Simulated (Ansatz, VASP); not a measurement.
**Two plane-wave programs on W**

```
W
1.0
     0.00000    2.02032    2.02032
     2.02032    0.00000    2.02032
     2.02032    2.02032    0.00000
W
1
Cartesian
  0.0000 0.0000 0.0000
```

Alike in both runs: functional PBE; k mesh 18 × 18 × 18; occupations fermi-dirac, width 0.05 eV; non-collinear spin, spin-orbit coupling.

Ansatz relaxed the structure, and its values are those at the end. VASP's run is a single point on that final structure, the one shown.

```csv
,VASP,Ansatz
version,VASP 6.6.1,Ansatz 0.2.0
potentials or method,"VASP PAW PBE potentials, release 64 (W_sv)","PAW with Ansatz's default frozen-core files, fully relativistic files with spin-orbit coupling"
plane-wave cutoff (eV),520,420
valence electrons in the cell,14,14
```

```csv
,VASP,Ansatz,Ansatz less VASP
pressure (GPa),0.9,0.0,-0.89
net moment per atom (μB),0.00,0.00,0.000
```

The functional is the same, so the differences come from potentials, cutoffs and numerics.
